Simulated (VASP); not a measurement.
## TlIn: single point with LDA

TlIn:

```
Tl In
1.0
     1.70640    0.98519    5.57543
    -1.70640    0.98519    5.57543
     0.00000   -1.97038    5.57543
Tl In
1 1
Direct
  0.50000 0.50000 0.50000
  0.00000 0.00000 0.00000
```

```
Program                : VASP 6.6.1
Task                   : single point
Functional             : LDA
Potentials or basis    : VASP PAW LDA potentials, release 64 (Tl_d, In_d)
Cutoff                 : 520 eV
k mesh                 : 12 × 12 × 12
Occupations            : fermi-dirac, width 0.05 eV
Spin                   : no spin polarisation
Dipole correction      : no
Further INCAR settings : ALGO = Normal; EDIFF = 1e-07; NBANDS = 20
```

The pressure is -3.1 GPa and the band gap on the k mesh is zero (bands 13 and 14 overlap by 5.04 eV).

Levels at points of the mesh, in eV from the Fermi level:
```csv
k point,band 9,band 10,band 11,band 12,band 13,band 14,band 15,band 16,band 17,band 18
"(0.00, 0.00, 0.00)",-11.15,-11.15,-9.64,-4.71,-2.97,8.06,8.06,10.11,10.20,10.20
"(0.50, 0.00, 0.00)",-11.18,-10.95,-5.18,-4.28,-0.69,-0.46,3.12,3.12,5.46,5.61
"(0.50, 0.50, 0.00)",-11.14,-10.95,-5.00,-2.97,-2.64,-1.88,3.99,3.99,7.36,8.10
"(0.50, 0.50, 0.50)",-11.16,-11.16,-8.69,-7.72,2.97,3.13,8.79,8.79,9.12,9.12
```

It took 5.5 min on 1 thread of Intel(R) Xeon(R) Platinum 8488C (Sapphire Rapids) (shared host), peak memory 0.41 GiB.

Caveat: the cell stands under tension; spin-orbit coupling is left out, which moves the levels of the heavy elements.
